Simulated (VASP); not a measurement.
# HfS2 (P-3m1) in VASP: settings compared

The runs below take HfS2 through single point, with r2SCAN, HSE06.

Everything below comes from runs of VASP 6.6.1. Logs are shortened: lines on timing, memory, paths and dates and some standing lists are left out, and cuts for length are marked.

## Step 1: The cell of the first run

Symmetry: P-3m1, No. 164, trigonal system. The conventional cell has a = 3.558 Å, b = 3.558 Å, c = 5.761 Å, α = 90.00°, β = 90.00°, γ = 120.00°. Within 3.3 Å of Hf (site symmetry -3m) lie 6 S at 2.52 Å. Within 3.3 Å of S (site symmetry 3m) lie 3 Hf at 2.52 Å.

## Step 2: Single point, r2SCAN, non-collinear spin, zero start, spin-orbit coupling (strain -2.0%)

POSCAR reads:

```
HfS2
1.0
    3.5576900393      0.0000000000      0.0000000000
   -1.7788450196      3.0810499528      0.0000000000
    0.0000000000      0.0000000000      5.7607909876
Hf S
1 2
Direct
    0.0000000000      0.0000000000      0.0000000000
    0.3333333333      0.6666666667      0.2541768763
    0.6666666667      0.3333333333      0.7458231237
```

INCAR.step1 reads:

```
SYSTEM = HfS2
PREC = Accurate ; ENCUT = 550
ISMEAR = -1 ; SIGMA = 0.02
LREAL = .False. ; LASPH = .True.
NELM = 200 ; LNONCOLLINEAR = .True.
MAGMOM = 0 0 0 0 0 0 0 0 0 ; LSORBIT = .True.
GGA_COMPAT = .False. ; LMAXMIX = 4
NBANDS = 35 ; GGA = PE
ALGO = Normal ; EDIFF = 1E-5
LWAVE = .True. ; LCHARG = .False.
```

INCAR.step2 reads:

```
SYSTEM = HfS2
PREC = Accurate ; ENCUT = 550
EDIFF = 1E-6 ; ISMEAR = -1
SIGMA = 0.02 ; LREAL = .False.
LASPH = .True. ; NELM = 200
ALGO = Normal ; ISIF = 2
LWAVE = .False. ; LCHARG = .True.
LNONCOLLINEAR = .True. ; MAGMOM = 0 0 0 0 0 0 0 0 0
LORBIT = 11 ; LSORBIT = .True.
GGA_COMPAT = .False. ; LORBMOM = .True.
LMAXMIX = 4 ; METAGGA = R2SCAN
LMIXTAU = .True. ; LVHAR = .True.
NBANDS = 35 ; ISTART = 1
```

KPOINTS reads:

```
Automatic mesh
0
Gamma
  12 12 4
  0 0 0
```

Potentials or basis: VASP PAW PBE potentials, release 64 (Hf_pv, S).

On the command line:

```console
cat potpaw_PBE.64/Hf_pv/POTCAR potpaw_PBE.64/S/POTCAR > POTCAR
cp INCAR.step1 INCAR
mpirun -np 1 vasp_ncl > vasp.out
cp INCAR.step2 INCAR
mpirun -np 1 vasp_ncl > vasp.out
```

OUTCAR:

```text
SYSTEM = HfS2
   PREC = Accurate
   ENCUT = 550
   EDIFF = 1E-6
   ISMEAR = -1
   LREAL = .False.
   LASPH = .True.
   NELM = 200
   ISIF = 2
   LNONCOLLINEAR = .True.
   LORBIT = 11
   LSORBIT = .True.
   METAGGA = R2SCAN
   ISTART = 1

 ion  position               nearest neighbor table
   1  0.000  0.000  0.000-   2 2.52   3 2.52   2 2.52   3 2.52   3 2.52   2 2.52
   2  0.333  0.667  0.254-   1 2.52   1 2.52   1 2.52
   3  0.667  0.333  0.746-   1 2.52   1 2.52   1 2.52

  LATTYP: Found a hexagonal cell.
 ALAT       =     3.5576900393
 C/A-ratio  =     1.6192503911

  Lattice vectors:

 A1 = (   3.5576900393,   0.0000000000,   0.0000000000)
 A2 = (  -1.7788450196,   3.0810499528,   0.0000000000)
 A3 = (   0.0000000000,   0.0000000000,   5.7607909876)

Analysis of symmetry for initial positions (statically):
=====================================================================
 Subroutine PRICEL returns:
 Original cell was already a primitive cell.

 Routine SETGRP: Setting up the symmetry group for a
 hexagonal supercell.

 Subroutine GETGRP returns: Found 12 space group operations
 (whereof 12 operations were pure point group operations)
 out of a pool of 24 trial point group operations.

The static configuration has the point symmetry D_3d.

Analysis of symmetry for dynamics (positions and initial velocities):
=====================================================================
 Subroutine PRICEL returns:
 Original cell was already a primitive cell.

 Routine SETGRP: Setting up the symmetry group for a
 hexagonal supercell.

 Subroutine GETGRP returns: Found 12 space group operations
 (whereof 12 operations were pure point group operations)
 out of a pool of 24 trial point group operations.

The dynamic configuration has the point symmetry D_3d.

Analysis of structural, dynamic, and magnetic symmetry:
=====================================================================
 Subroutine PRICEL returns:
 Original cell was already a primitive cell.

 Routine SETGRP: Setting up the symmetry group for a
 hexagonal supercell.

 Subroutine GETGRP returns: Found 12 space group operations
 (whereof 12 operations were pure point group operations)
 out of a pool of 24 trial point group operations.

The overall configuration has the point symmetry D_3d.

 Subroutine INISYM returns: Found 12 space group operations
 (whereof 12 operations are pure point group operations),
 and found     1 'primitive' translations

----------------------------------------------------------------------------------------

                                     Primitive cell

  volume of cell :      63.1465

  direct lattice vectors                    reciprocal lattice vectors
     3.557690039  0.000000000  0.000000000     0.281081260  0.162282341  0.000000000
    -1.778845020  3.081049953  0.000000000     0.000000000  0.324564683  0.000000000
     0.000000000  0.000000000  5.760790988     0.000000000  0.000000000  0.173587273

  length of vectors
     3.557690039  3.557690039  5.760790988     0.324564683  0.324564683  0.173587273

  position of ions in fractional coordinates (direct lattice)
     0.000000000  0.000000000  0.000000000
     0.333333333  0.666666667  0.254176876
     0.666666667  0.333333333  0.745823124

  ion indices of the primitive-cell ions
   primitive index   ion index
                 1           1
                 2           2
                 3           3

----------------------------------------------------------------------------------------

 KPOINTS: Automatic mesh

Automatic generation of k-mesh.
 Grid dimensions read from file:
 generate k-points for:   12   12    4

 Generating k-lattice:

  Cartesian coordinates                     Fractional coordinates (reciprocal lattice)
     0.023423438  0.013523528  0.000000000     0.083333333  0.000000000  0.000000000
     0.000000000  0.027047057  0.000000000     0.000000000  0.083333333  0.000000000
     0.000000000  0.000000000  0.043396818     0.000000000  0.000000000  0.250000000

[... 95 lines left out ...]

 Free energy of the ion-electron system (eV)
  ---------------------------------------------------
  ext. energy  EPLUGINS =         0.00000000
  ---------------------------------------------------
  free energy    TOTEN  =       -67.19676158 eV

  energy without entropy =      -67.19676158  energy(sigma->0) =      -67.19676158

 E-fermi :   4.1687     XC(G=0): -10.5199

 val. band max:        3.7370115959   @ k =   0.0000   0.0000   0.0000
 cond. band min:       4.8132183475   @ k =   0.5000   0.0000   0.5000
 fundamental gap:      1.0762067516
 Fermi energy:         4.1686531420

 k-point     1 :       0.0000    0.0000    0.0000
  band No.  band energies     occupation
      1     -32.8681      1.00000
      2     -32.8681      1.00000
      3     -25.8948      1.00000
      4     -25.8948      1.00000
      5     -25.7821      1.00000
      6     -25.7821      1.00000
[... 877 lines left out ...]
     33      11.4210      0.00000
     34      11.4210      0.00000

 [... further k-points ...]

 [bands above 34 left out]

------------------------ aborting loop because EDIFF is reached ----------------------------------------

  FORCE on cell =-STRESS in cart. coord.  units (eV):
  Direction    XX          YY          ZZ          XY          YZ          ZX
  --------------------------------------------------------------------------------------
  -------------------------------------------------------------------------------------
  Total        1.7696153      1.7696153      0.7103517      0.0000000      0.0000000     -0.0000000
  in kB       44.8993942     44.8993942     18.0233304      0.0000000      0.0000000     -0.0000000
  external PRESSURE =      35.9407063 kB  Pullay stress =       0.0000000 kB

 VOLUME and BASIS-vectors are now :
 -----------------------------------------------------------------------------
  energy-cutoff  :      550.00
  volume of cell :       63.15
      direct lattice vectors                 reciprocal lattice vectors
     3.557690039  0.000000000  0.000000000     0.281081260  0.162282341  0.000000000
    -1.778845020  3.081049953  0.000000000     0.000000000  0.324564683  0.000000000
     0.000000000  0.000000000  5.760790988     0.000000000  0.000000000  0.173587273

 POSITION                                       TOTAL-FORCE (eV/Angst)
 -----------------------------------------------------------------------------------
      0.00000      0.00000      0.00000         0.000000      0.000000     -0.000000
     -0.00000      2.05403      1.46426        -0.000000      0.000000     -0.124868
      1.77885      1.02702      4.29653         0.000000     -0.000000      0.124868
 -----------------------------------------------------------------------------------
    total drift:                                0.000000     -0.000000     -0.000000

  FREE ENERGIE OF THE ION-ELECTRON SYSTEM (eV)
  ---------------------------------------------------
  free  energy   TOTEN  =       -67.1967615781 eV

  energy  without entropy=      -67.1967615781  energy(sigma->0) =      -67.19676158

 orbital moment (x)

 # of ion     p       d       tot
 ----------------------------------------
  1         0.000   0.000   0.000
  2        -0.000   0.000  -0.000
  3        -0.000   0.000  -0.000
 ----------------------------------------
           -0.000   0.000   0.000

 orbital moment (y)

 # of ion     p       d       tot
 ----------------------------------------
  1         0.000  -0.000  -0.000
  2        -0.000   0.000  -0.000
  3        -0.000   0.000  -0.000
 ----------------------------------------
           -0.000  -0.000  -0.000

 orbital moment (z)

 # of ion     p       d       tot
 ----------------------------------------
  1         0.000   0.000   0.000
  2         0.000   0.000   0.000
  3         0.000   0.000   0.000
 ----------------------------------------
            0.000   0.000   0.000

 Spin-Orbit-Coupling matrix elements

 Ion:    1  E_soc:     -1.2399704
 l=   1
     0.0000000    -0.2007065    -0.2011967
    -0.2007065     0.0000000    -0.2007065
    -0.2011967    -0.2007065     0.0000000
 l=   2
     0.0000000    -0.0012758     0.0000000    -0.0012758    -0.0043560
    -0.0012758     0.0000000    -0.0032129    -0.0014904    -0.0012758
     0.0000000    -0.0032129     0.0000000    -0.0032129     0.0000000
    -0.0012758    -0.0014904    -0.0032129     0.0000000    -0.0012758
    -0.0043560    -0.0012758     0.0000000    -0.0012758     0.0000000
 l=   3
     0.0000000     0.0000000     0.0000000     0.0000000     0.0000000     0.0000000     0.0000000
     0.0000000     0.0000000     0.0000000     0.0000000     0.0000000     0.0000000     0.0000000
     0.0000000     0.0000000     0.0000000     0.0000000     0.0000000     0.0000000     0.0000000
     0.0000000     0.0000000     0.0000000     0.0000000     0.0000000     0.0000000     0.0000000
[... 29 lines left out ...]
 l=   2
     0.0000000     0.0000000     0.0000000     0.0000000     0.0000000
     0.0000000     0.0000000     0.0000000     0.0000000     0.0000000
     0.0000000     0.0000000     0.0000000     0.0000000     0.0000000
     0.0000000     0.0000000     0.0000000     0.0000000     0.0000000
     0.0000000     0.0000000     0.0000000     0.0000000     0.0000000
 l=   3
     0.0000000     0.0000000     0.0000000     0.0000000     0.0000000     0.0000000     0.0000000
     0.0000000     0.0000000     0.0000000     0.0000000     0.0000000     0.0000000     0.0000000
     0.0000000     0.0000000     0.0000000     0.0000000     0.0000000     0.0000000     0.0000000
     0.0000000     0.0000000     0.0000000     0.0000000     0.0000000     0.0000000     0.0000000
     0.0000000     0.0000000     0.0000000     0.0000000     0.0000000     0.0000000     0.0000000
     0.0000000     0.0000000     0.0000000     0.0000000     0.0000000     0.0000000     0.0000000
     0.0000000     0.0000000     0.0000000     0.0000000     0.0000000     0.0000000     0.0000000

 total charge

# of ion       s       p       d       tot
------------------------------------------
    1        0.321   6.616   1.457   8.395
    2        1.335   2.465   0.000   3.800
    3        1.335   2.465   0.000   3.800
--------------------------------------------------
tot          2.990  11.547   1.457  15.995

 magnetization (x)

# of ion       s       p       d       tot
------------------------------------------
    1        0.000   0.000   0.000   0.000
    2       -0.000   0.000   0.000  -0.000
    3       -0.000   0.000   0.000  -0.000
--------------------------------------------------
tot         -0.000   0.000   0.000  -0.000

 magnetization (y)

# of ion       s       p       d       tot
------------------------------------------
    1        0.000  -0.000  -0.000  -0.000
    2        0.000   0.000   0.000   0.000
    3        0.000   0.000   0.000   0.000
--------------------------------------------------
tot          0.000  -0.000  -0.000  -0.000

 magnetization (z)

# of ion       s       p       d       tot
------------------------------------------
    1        0.000   0.000   0.000   0.000
    2        0.000   0.000   0.000   0.000
    3        0.000   0.000   0.000   0.000
--------------------------------------------------
tot          0.000   0.000   0.000   0.000
```

Wall time 15 min (1 thread of Intel Xeon 6975P-C (Granite Rapids), shared host); peak memory 0.55 GiB.

What came out:

| Quantity | Value |
| --- | --- |
| Free energy | -67.1968 eV |
| Pressure | 3.6 GPa |
| Largest force | 0.125 eV/Å |
| Net moment | 0.00 μB per cell |
| Valence electrons inside the program's atomic spheres | Hf 8.39; S 3.80 |

Forces on the atoms (eV/Å):
```
Hf   0.000  0.000  0.000
S    0.000  0.000 -0.125
S    0.000  0.000  0.125
```

Moments on the atoms (μB; x, y, z):
```
Hf  0.00 0.00 0.00
S   0.00 0.00 0.00
S   0.00 0.00 0.00
```

Caveat: the cell differs from its parent crystal (strain -2.0%); the cell stands under pressure; the PAW data sets were made with another functional, which shifts forces and pressure a little.

## Step 3: Single point, HSE06 (strain +4.0%)

POSCAR reads:

```
HfS2
1.0
    3.7755077968      0.0000000000      0.0000000000
   -1.8877538984      3.2696856642      0.0000000000
    0.0000000000      0.0000000000      6.1134924766
Hf S
1 2
Direct
    0.0000000000      0.0000000000      0.0000000000
    0.3333333333      0.6666666667      0.2253599494
    0.6666666667      0.3333333333      0.7746400506
```

INCAR.step1 reads:

```
SYSTEM = HfS2
ALGO = Normal
EDIFF = 1E-5
ENCUT = 400
GGA = PE
GGA_COMPAT = .False.
ISIF = 2
ISMEAR = 0
LASPH = .True.
LREAL = .False.
LWAVE = .True.
NBANDS = 18
NELM = 120
PREC = Accurate
SIGMA = 0.01
```

INCAR.step2 reads:

```
SYSTEM = HfS2
ALGO = Normal
EDIFF = 1E-6
ENCUT = 400
GGA = PE
GGA_COMPAT = .False.
HFSCREEN = 0.2079
ISIF = 2
ISMEAR = 0
ISTART = 1
LASPH = .True.
LCHARG = .True.
LELF = .True.
LHFCALC = .True.
LREAL = .False.
LVHAR = .True.
LWAVE = .False.
NBANDS = 18
NELM = 120
PREC = Accurate
PRECFOCK = Normal
SIGMA = 0.01
```

KPOINTS reads:

```
k-points
0
Gamma
  6 6 4
  0 0 0
```

Potentials or basis: VASP PAW PBE potentials, release 64 (Hf_pv, S).

On the command line:

```console
cat potpaw_PBE.64/Hf_pv/POTCAR potpaw_PBE.64/S/POTCAR > POTCAR
cp INCAR.step1 INCAR
mpirun -np 1 vasp_std > vasp.out
cp INCAR.step2 INCAR
mpirun -np 1 vasp_std > vasp.out
```

Wall time 65 min (1 thread of Intel Xeon Platinum 8259CL at 2.50GHz (Skylake/Cascade Lake), shared host); peak memory 0.3 GiB.

It converged, with:

```yaml
Free_energy: -26.8544 eV
Pressure: -4.5 GPa
Largest_force: 0.195 eV/Å
Band_gap_on_the_k_mesh: 2.26 eV (least direct gap 2.80 eV)
```

Forces on the atoms (eV/Å):
```
Hf   0.000  0.000  0.000
S    0.000  0.000 -0.195
S    0.000  0.000  0.195
```

Stress tensor (GPa, compression positive):
```
-6.32  0.00  0.00
 0.00 -6.32  0.00
 0.00  0.00 -0.72
```

Levels at points of the mesh, in eV from the valence-band top:
| k point | band 8 | band 9 | band 10 | band 11 | band 12 | band 13 | band 14 | band 15 |
| --- | --- | --- | --- | --- | --- | --- | --- | --- |
| (0.00, 0.00, 0.00) | -3.18 | -0.23 | -0.23 | -0.03 | 2.82 | 2.82 | 3.77 | 6.26 |
| (0.50, 0.00, 0.00) | -2.68 | -2.28 | -1.67 | -1.57 | 2.32 | 4.50 | 4.70 | 7.29 |
| (0.00, 0.00, 0.50) | -3.16 | -1.37 | -0.30 | -0.30 | 2.79 | 2.79 | 3.83 | 6.88 |
| (0.50, 0.00, 0.50) | -2.78 | -2.18 | -1.43 | -0.95 | 2.26 | 4.56 | 4.68 | 6.91 |

Caveat: the cell differs from its parent crystal (strain +4.0%); the stress differs along the axes, from -6 to -1 GPa; the PAW data sets were made with another functional, which shifts forces and pressure a little; spin-orbit coupling is left out, which moves the levels of the heavy elements; this functional lacks dispersion, which binds layers or chains, so the pressure and a relaxed spacing across them are unreliable. A k mesh can miss the band edges.

(Part 1 of 2 ends here.)
